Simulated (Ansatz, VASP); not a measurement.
# One calculation of HfN, two programs

```
Hf N
1.0
     0.00000    2.45482    2.45482
     2.45482    0.00000    2.45482
     2.45482    2.45482    0.00000
Hf N
1 1
Direct
  0.00000 0.00000 0.00000
  0.25000 0.25000 0.25000
```

Alike in both runs: functional PBEsol; k mesh 9 × 9 × 9; occupations fermi-dirac, width 0.05 eV; no spin polarisation; Hubbard terms Hf d U = 6.0 eV.

```csv
,VASP,Ansatz
version,VASP 6.6.1,Ansatz 0.2.0
potentials or method,"VASP PAW PBE potentials, release 64 (Hf_pv, N)",Ansatz PAW
plane-wave cutoff (eV),520,420
valence electrons in the cell,15,31
task,single point,band structure
```

```tsv
	VASP	Ansatz	Ansatz less VASP
gap on the k mesh at the Fermi level (eV)	none	none	-
pressure (GPa)	12.0	3.8	-8.20
```

VASP's potentials were made for PBE, not for PBEsol. The programs project onto different local orbitals, so the same U acts differently, and such runs can settle in different states. A gap of «none» marks a metal or a gap that the smearing closes. VASP's potentials hold 15 valence electrons a cell and Ansatz's 31, so a difference there can come from the potentials and not from the codes.

Spin-orbit coupling is off throughout.
